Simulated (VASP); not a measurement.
Wanted: the native input for a VASP 6.6.1 run.

- Task: single point
- Functional: PBE
- Potentials or basis: VASP PAW PBE potentials, release 64 (Hf_pv)
- Cutoff: 520 eV
- k mesh: 16 × 16 × 16
- Occupations: gaussian, width 0.1 eV
- Spin: no spin polarisation
- Dipole correction: no
- Further INCAR settings: ALGO = Fast; EDIFF = 1e-06; NBANDS = 28

The structure of Hf lies in POSCAR:

```
Hf
1.0
   -3.8809263123      3.8809263123      1.5868000300
    3.8809263123     -3.8809263123      1.5868000300
    3.8809263123      3.8809263123     -1.5868000300
Hf
4
Direct
    0.5000000000      0.2288262692      0.7288262692
    0.5000000000      0.7711737308      0.2711737308
    0.7711737308      0.5000000000      0.2711737308
    0.2288262692      0.5000000000      0.7288262692
```

The cell was generated, and may not be a known phase.

These files were run (other wordings do the same):

INCAR

```
ALGO     = Fast           # electronic algorithm
EDIFF    = 1E-6           # SCF threshold, eV
ENCUT    = 520            # plane-wave cutoff, eV
GGA      = PE             # functional
ISIF     = 2              # what is computed and relaxed
ISMEAR   = 0              # smearing method
LASPH    = T              # aspherical terms in the spheres
LCHARG   = F              # write CHGCAR
LREAL    = F              # projectors in reciprocal space
LWAVE    = F              # write WAVECAR
NBANDS   = 28             # bands
NELM     = 80             # most SCF steps
PREC     = Accurate       # precision mode
SIGMA    = 0.1            # smearing width, eV
```

KPOINTS

```
k-points
0
Gamma
  16 16 16
```

Potentials or basis: VASP PAW PBE potentials, release 64 (Hf_pv).

Run with:

```bash
$ cat potpaw_PBE.64/Hf_pv/POTCAR > POTCAR
$ mpirun -np 1 vasp_std > vasp.out
```

It gave:

```
Pressure               : -0.3 GPa
Largest force          : 0.029 eV/Å
Band gap on the k mesh : zero (bands 20 and 21 overlap by 1.43 eV)
```

Caveat: spin-orbit coupling is left out, which moves the levels of the heavy elements.

It took 71 min on 1 thread of Intel Xeon 8259CL, on a shared host, peak memory 0.74 GiB.
